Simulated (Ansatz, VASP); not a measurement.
One calculation of CuI, two programs

INCAR

```
SYSTEM = CuI
PREC = Accurate
ENCUT = 520
EDIFF = 1E-6
ISMEAR = 0
SIGMA = 0.02
LREAL = .FALSE.
LASPH = .TRUE.
NELM = 60
ALGO = Normal
ISIF = 2
LWAVE = .FALSE.
LCHARG = .FALSE.
GGA = PS
NBANDS = 26
```

Contents of KPOINTS:

```
regular mesh
0
G
  8 8 4
  0 0 0
```

The input POSCAR:

```
CuI
1.0
    4.2421004972      0.0000000000      0.0000000000
    0.0000000000      4.0337365276      0.0000000000
    0.0000000000      0.0000000000      6.2189040657
Cu I
2 2
Direct
    0.5000000000      0.5000000000     -0.0080996165
    0.0000000000      0.0000000000      0.0080996165
    0.5000000000      0.0000000000      0.2609588202
    0.0000000000      0.5000000000      0.7390411798
```

Input for Ansatz:

```yaml
crystal:
  lattice:
    - [4.2421004972, 0.0, 0.0]
    - [0.0, 4.0337365276, 0.0]
    - [0.0, 0.0, 6.2189040657]
  atoms:
    - { symbol: Cu, position: [0.5, 0.5, -0.0080996165] }
    - { symbol: Cu, position: [0.0, 0.0, 0.0080996165] }
    - { symbol: I, position: [0.5, 0.0, 0.2609588202] }
    - { symbol: I, position: [0.0, 0.5, 0.7390411798] }
basis:
  ecutwfc: 420
kpoints:
  mp_grid: { grid: [8, 8, 4] }
  band_path: { path: [VBM, CBM], npoints: 2 }
hamiltonian:
  xc: pbesol
scf:
  occupations: { method: gaussian, width: 0.02 }
output:
  forces: true
  stress: true
  eigenvalues: true
checkpoint:
  read: start.run
  write: ck
  compress: false
  write_wavefunctions: false
  write_every: 100000
```

Alike in both runs: task single point; functional PBEsol; k mesh 8 × 8 × 4; occupations gaussian, width 0.02 eV; no spin polarisation.

```csv
,VASP,Ansatz
version,VASP 6.6.1,Ansatz 0.2.0
potentials or method,"VASP PAW PBE potentials, release 64 (Cu, I), cutoff 520 eV","scalar-relativistic, plane waves, PAW"
valence electrons in the cell,36,72
```

VASP gave:

| Item | Value |
| --- | --- |
| gap on the k mesh at the Fermi level (eV) | 1.44 |
| least direct gap on the mesh (eV) | 1.44 |
| pressure (GPa) | -0.8 |
| traceless stress, the component that is largest in VASP (GPa) | -1.87 |
| rms of the force components (eV/Å) | 0.008 |

Q: Which values does Ansatz return?

A: gap on the k mesh at the Fermi level (eV): 1.43; least direct gap on the mesh (eV): 1.43; pressure (GPa): -0.9; traceless stress, the component that is largest in VASP (GPa): -1.89; rms of the force components (eV/Å): 0.000.

VASP's potentials were made for PBE, not for PBEsol. Atom by atom the forces differ by 0.008 eV/Å (rms over components). VASP's potentials hold 36 valence electrons a cell and Ansatz's 72, so a difference there can come from the potentials and not from the codes.

Neither program's run includes spin-orbit coupling.
